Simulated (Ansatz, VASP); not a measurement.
One calculation of Si3Ge, two programs

```xyz
4
Lattice="5.0476 0.0000 0.0000 0.0000 5.0476 0.0000 0.0000 0.0000 2.5765" Properties=species:S:1:pos:R:3 pbc="T T T"
Si    0.0000    2.5238    0.0000
Si    2.5238    0.0000    0.0000
Si    0.0000    0.0000    1.2882
Ge    2.5238    2.5238    0.0000
```

Alike in both runs: functional PBE; k mesh 10 × 10 × 18; occupations gaussian, width 0.1 eV; no spin polarisation.

Ansatz relaxed the structure, and its values are those at the end. VASP's run is a single point on that final structure, the one shown.

```csv
,VASP,Ansatz
version,VASP 6.6.1,Ansatz 0.2.0
potentials or method,"VASP PAW PBE potentials, release 64 (Si, Ge_d), cutoff 520 eV","scalar-relativistic, plane waves, PAW"
valence electrons in the cell,26,26
```

Ansatz gave:

```
gap on the k mesh at the Fermi level (eV) : none
pressure (GPa)                            : 0.0
```

Question: Which values does VASP return?

Answer: gap on the k mesh at the Fermi level (eV): none; pressure (GPa): -0.1.

A gap of «none» marks a metal or a gap that the smearing closes.
